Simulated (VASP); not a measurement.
Set up this calculation in VASP 6.6.1, as the native input.

| Quantity | Value |
| --- | --- |
| Task | single point |
| Functional | PBE |
| Potentials or basis | VASP PAW PBE potentials, release 64 (Ag, B, Au) |
| Cutoff | 520 eV |
| k mesh | 4 × 4 × 4 |
| Occupations | gaussian, width 0.1 eV |
| Spin | no spin polarisation |
| Dipole correction | no |
| Further INCAR settings | ALGO = Normal; EDIFF = 1e-06; NBANDS = 38 |

The structure of AgB2Au lies in POSCAR:

```
AgB2Au
1.0
    0.0000000000      4.0700340500      4.0700340500
    4.0700340500      0.0000000000      4.0700340500
    4.0700340500      4.0700340500      0.0000000000
Ag B Au
2 4 2
Direct
    0.7500000000      0.7500000000      0.7500000000
    0.5000000000      0.5000000000      0.5000000000
    0.1250000000      0.1250000000      0.1250000000
    0.1250000000      0.1250000000      0.6250000000
    0.1250000000      0.6250000000      0.1250000000
    0.6250000000      0.1250000000      0.1250000000
    0.0000000000      0.0000000000      0.0000000000
    0.2500000000      0.2500000000      0.2500000000
```

One way to write it, as run:

INCAR

```
SYSTEM = AgB2Au
PREC = Accurate
ENCUT = 520
EDIFF = 1E-6
ISMEAR = 0
SIGMA = 0.1
LREAL = .False.
LASPH = .True.
NELM = 60
ALGO = Normal
ISIF = 2
LWAVE = .False.
LCHARG = .True.
GGA = PE
LELF = .True.
LVHAR = .True.
NBANDS = 38
```

KPOINTS

```
Automatic mesh
0
Gamma
  4 4 4
  0 0 0
```

Potentials or basis: VASP PAW PBE potentials, release 64 (Ag, B, Au).

Run with:

```console
$ cat potpaw_PBE.64/Ag/POTCAR potpaw_PBE.64/B/POTCAR potpaw_PBE.64/Au/POTCAR > POTCAR
$ mpirun -np 1 vasp_std > vasp.out
```

It gave:

* Pressure: 42.7 GPa
* Band gap on the k mesh: zero (band 28 reaches 5.87 eV, above the bottom of band 29 at 4.12 eV)

Caveat: spin-orbit coupling is left out, which moves the levels of the heavy elements.

Run time: 50 s on 1 thread of Intel(R) Xeon(R) Platinum 8375C CPU @ 2.90GHz (Ice Lake), with other jobs on the host, peak memory 0.33 GiB.
